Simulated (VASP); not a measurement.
A run of VASP 6.6.1 is set up as follows.

The input INCAR:

```
ALGO     = Normal         # electronic algorithm
EDIFF    = 1E-6           # SCF threshold, eV
ENCUT    = 520            # plane-wave cutoff, eV
GGA      = PE             # functional
ISIF     = 2              # what is computed and relaxed
ISMEAR   = 0              # smearing method
ISPIN    = 2              # spin polarisation
LASPH    = T              # aspherical terms in the spheres
LCHARG   = F              # write CHGCAR
LMAXMIX  = 4              # l up to which the mixer works
LORBIT   = 11             # projections on sites
LREAL    = F              # projectors in reciprocal space
LWAVE    = F              # write WAVECAR
MAGMOM   = 4              # initial moments
NBANDS   = 14             # bands
NELM     = 150            # most SCF steps
PREC     = Accurate       # precision mode
SIGMA    = 0.1            # smearing width, eV
```

Contents of KPOINTS:

```
k-points
0
Gamma
  8 8 8
```

The input POSCAR:

```
Fe
1.0
   -1.4430000000      1.4430000000      1.4430000000
    1.4430000000     -1.4430000000      1.4430000000
    1.4430000000      1.4430000000     -1.4430000000
Fe
1
Direct
    0.0000000000      0.0000000000      0.0000000000
```

Potentials or basis: VASP PAW PBE potentials, release 64 (Fe).

The run is started by

```sh
$ cat potpaw_PBE.64/Fe/POTCAR > POTCAR
$ mpirun -np 1 vasp_std > vasp.out
```

(1) What does it give for the pressure?

(2) What does it give for the site moments?

(3) What does it give for the net moment?

## Answers

(1) -7.9 GPa.

(2) Fe +2.37 μB.

(3) 2.36 μB per cell.

Caveat: the k points lie up to 0.38 Å⁻¹ apart.
